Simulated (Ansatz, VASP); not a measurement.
**One calculation of In, two programs**

```
In
1.0
     0.00000    2.99603    2.99603
     2.99603    0.00000    2.99603
     2.99603    2.99603    0.00000
In
2
Cartesian
  -0.7490 -0.7490 -0.7490
  0.7490 0.7490 0.7490
```

Change from the starting cell: volume scaled by 0.76, LAPW.

Alike in both runs: task single point; functional PBEsol; k mesh 10 × 10 × 10; occupations fermi-dirac, width 0.08 eV; no spin polarisation.

```csv
,VASP,Ansatz
version,VASP 6.6.1,Ansatz 0.2.0
potentials or method,"VASP PAW PBE potentials, release 64 (In_d), cutoff 520 eV","all-electron LAPW, scalar-relativistic"
```

Ansatz gave:

* pressure (GPa): 15.3

Task: What did VASP give for the same quantities?

Result: Pressure (GPa): 15.4.

VASP's potentials were made for PBE, not for PBEsol. Ansatz ran all-electron here, and VASP with PAW potentials.
